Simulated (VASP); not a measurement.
## Ir: single point with LDA

Ir:

```
CELL_PARAMETERS angstrom
-0.13976 1.76564 1.76564
1.76564 -0.13976 1.76564
1.90541 1.90541 -0.27952
ATOMIC_POSITIONS crystal
Ir 0.00000 0.00000 0.00000
```

This cell differs from its parent crystal: engineering shear strain xz -0.1467, engineering shear strain yz -0.1467.

```json
{
 "Program": "VASP 6.6.1",
 "Task": "single point",
 "Functional": "LDA",
 "Potentials or basis": "VASP PAW LDA potentials, release 64 (Ir_sv_GW)",
 "Cutoff": "560 eV",
 "k mesh": "20 × 20 × 20",
 "Occupations": "gaussian, width 0.15 eV",
 "Spin": "no spin polarisation",
 "Dipole correction": "no",
 "Further INCAR settings": "ALGO = Normal; EDIFF = 1e-06; NBANDS = 14"
}
```

| Item | Value |
| --- | --- |
| Pressure | 22.8 GPa |
| Band gap on the k mesh | zero (an odd number of electrons rules out a gap without spin polarisation) |

Stress tensor (GPa, compression positive):
```
16.59  1.57 38.68
 1.57 16.59 38.68
38.68 38.68 35.20
```

Levels at points of the mesh, in eV from the Fermi level:
```tsv
k point	band 4	band 5	band 6	band 7	band 8	band 9	band 10	band 11	band 12	band 13
(0.00, 0.00, 0.00)	-48.96	-11.28	-5.58	-4.89	-2.27	-0.50	-0.50	13.30	16.90	19.63
(0.50, 0.00, 0.00)	-49.14	-8.36	-5.55	-2.11	-0.55	-0.39	1.73	8.48	13.65	17.55
(0.50, 0.50, 0.00)	-49.23	-8.31	-7.48	0.19	0.98	2.26	2.84	11.77	11.99	12.23
(0.00, 0.00, 0.50)	-49.02	-8.77	-5.07	-2.56	-1.90	0.33	1.19	5.74	14.56	20.03
(0.50, 0.00, 0.50)	-49.21	-8.27	-7.69	0.70	1.56	2.05	2.27	9.36	11.58	14.81
(0.50, 0.50, 0.50)	-49.28	-8.22	-5.39	-3.66	0.99	1.22	2.55	10.53	12.32	16.92
```

Run time: 4.1 min on 1 thread of AMD EPYC 7R13 Processor (Zen 3), with other jobs on the host, peak memory 0.5 GiB.

Caveat: the cell differs from its parent crystal (engineering shear strain xz -0.1467, engineering shear strain yz -0.1467); the stress differs along the axes, from 17 to 35 GPa; spin-orbit coupling is left out, which moves the levels of the heavy elements.
